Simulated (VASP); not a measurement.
Set up this calculation in VASP 6.6.1, as the native input.

- Task: single point
- Functional: PBE
- Potentials or basis: VASP PAW PBE potentials, release 64 (Mn_pv, O)
- Cutoff: 520 eV
- k mesh: 16 × 16 × 16
- Occupations: fermi-dirac, width 0.05 eV
- Spin: collinear spin, ferromagnetic start
- Starting moments: [4.0, 0.0] μB
- Dipole correction: no
- Further INCAR settings: ALGO = Normal; EDIFF = 1e-06; NBANDS = 20

The structure of MnO lies in POSCAR:

```
MnO
1.0
    0.0000000000      2.2440014309      2.2440014309
    2.2440014309      0.0000000000      2.2440014309
    2.2440014309      2.2440014309      0.0000000000
Mn O
1 1
Direct
    0.0000000000      0.0000000000      0.0000000000
    0.5000000000      0.5000000000      0.5000000000
```

The input as run:

INCAR

```
SYSTEM = MnO
PREC = Accurate ; ENCUT = 520
EDIFF = 1E-6 ; ISMEAR = -1
SIGMA = 0.05 ; LREAL = .FALSE.
LASPH = .TRUE. ; NELM = 150
ALGO = Normal ; ISIF = 2
LWAVE = .FALSE. ; LCHARG = .FALSE.
ISPIN = 2 ; MAGMOM = 4 0
LORBIT = 11 ; LMAXMIX = 4
GGA = PE ; NBANDS = 20
```

KPOINTS

```
regular mesh
0
G
  16 16 16
  0 0 0
```

Potentials or basis: VASP PAW PBE potentials, release 64 (Mn_pv, O).

Run with:

```bash
$ cat potpaw_PBE.64/Mn_pv/POTCAR potpaw_PBE.64/O/POTCAR > POTCAR
$ mpirun -np 1 vasp_std > vasp.out
```

Results of the run:

| Quantity | Value |
| --- | --- |
| Pressure | -3.1 GPa |
| Net moment | 4.83 μB per cell |
| Site moments | Mn +4.38; O +0.20 μB |
| Valence electrons inside the program's atomic spheres | Mn 11.32; O 4.96 |

Caveat: the cell stands under tension; a cell with one magnetic atom can't hold antiferromagnetic order, which such compounds often take.

Wall time 3.5 min on 1 thread of AMD EPYC 7R43 64-Core Processor (Zen 3), on a shared host, peak memory 0.17 GiB.
